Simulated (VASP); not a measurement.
**AlSn: single point with revPBE+D3(BJ)**

The system is AlSn.

```xyz
2
Lattice="4.1039 0.0000 0.0000 -2.0520 3.5541 0.0000 0.0000 0.0000 3.2740" Properties=species:S:1:pos:R:3 pbc="T T T"
Sn    0.0000    2.3694    1.6370
Al    0.0000    0.0000    0.0000
```

* Program: VASP 6.6.1
* Task: single point
* Functional: revPBE
* Dispersion: D3(BJ)
* Potentials or basis: VASP PAW PBE potentials, release 64 (Sn_d, Al)
* Cutoff: 520 eV
* k mesh: 7 × 7 × 8
* Occupations: fermi-dirac, width 0.05 eV
* Spin: no spin polarisation
* Dipole correction: no
* Further INCAR settings: ALGO = Fast; EDIFF = 1e-06; NBANDS = 16

| Quantity | Value |
| --- | --- |
| Pressure | -0.1 GPa |
| Dispersion energy per atom | -0.612 eV |

Levels at points of the mesh, in eV from the Fermi level:
```
           k point  band 5  band 6  band 7  band 8  band 9  band 10  band 11  band 12
(0.00, 0.00, 0.00)  -21.31  -10.81   -0.17   -0.17    1.20     2.50     3.21     3.21
(0.00, 0.00, 0.50)  -21.26   -7.68   -6.52    2.89    2.89     3.72     3.72     4.21
```

Run time: 8.8 s on 1 thread of Intel(R) Xeon(R) 6975P-C (Granite Rapids), with other jobs on the host, peak memory 0.18 GiB.

Caveat: the PAW data sets were made with another functional, which shifts forces and pressure a little; spin-orbit coupling is left out, which moves the levels of the heavy elements; pairwise dispersion overbinds metals, which lowers pressure and volume.
